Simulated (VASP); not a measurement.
Runs of VASP 6.6.1 on InP. The structure is that of space group F-43m (No. 216), or close to it. The cells are those of the table. 

```tsv
task	level	cell	cutoff (eV)	gap on the mesh (eV)	pressure (GPa)	relaxed volume (Å³/atom)
single point	PBE+D3(BJ)	a = 4.167 Å, angles 60.0°, 2 atoms	520	0.62	-0.1	-
single point	PBE+D4	a = 4.166 Å, angles 60.0°, 2 atoms	520	0.63	-0.1	-
relaxation of cell and atoms	PBE+D3(BJ)	relaxed from a = 4.144 Å, angles 60.0°, 2 atoms	600	0.62	0.0	25.58
relaxation of cell and atoms	PBE+D4	relaxed from a = 4.144 Å, angles 60.0°, 2 atoms	600	0.63	0.0	(a)
relaxation of cell and atoms	PBEsol	relaxed from a = 4.144 Å, angles 60.0°, 2 atoms	600	0.56	0.0	25.39
single point	PBEsol	a = 4.156 Å, angles 60.0°, 2 atoms	520	(b)	0.0	-
```

Alike in all rows: potentials or basis VASP PAW PBE potentials, release 64 (In_d, P); no spin polarisation; k mesh 6 × 6 × 6; smearing fermi-dirac 0.05 eV.

Q: Estimate the missing entries.

A: (a) 25.55; (b) 0.57.

Caveats: spin-orbit coupling is left out, which moves the levels of the heavy elements; the PAW data sets were made with another functional, which shifts forces and pressure a little (some runs).

A k mesh can miss the band edges, and the runs leave out spin-orbit coupling on In.
